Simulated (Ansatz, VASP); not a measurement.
# MoS2 in VASP and in Ansatz

```xyz
3
Lattice="3.1539 0.0000 0.0000 -1.5770 2.7314 0.0000 0.0000 0.0000 23.1349" Properties=species:S:1:pos:R:3 pbc="T T T"
S     0.0000    1.8209   10.0000
S     0.0000    1.8209   13.1349
Mo    1.5770    0.9105   11.5674
```

Alike in both runs: functional PBE; dispersion D3(BJ); k mesh 9 × 9 × 1; occupations gaussian, width 0.05 eV; no spin polarisation.

Ansatz relaxed the structure, and its values are those at the end. VASP's run is a single point on that final structure, the one shown.

|  | VASP | Ansatz |
| --- | --- | --- |
| version | VASP 6.6.1 | Ansatz 0.2.0 |
| potentials or method | VASP PAW PBE potentials, release 64 (S, Mo_sv), cutoff 520 eV | scalar-relativistic, plane waves, PAW |
| valence electrons in the cell | 26 | 26 |

|  | VASP | Ansatz | Ansatz less VASP |
| --- | --- | --- | --- |
| gap on the k mesh at the Fermi level (eV) | 1.78 | 1.78 | -0.004 |
| rms of the force components (eV/Å) | 0.005 | 0.000 | -0.0048 |
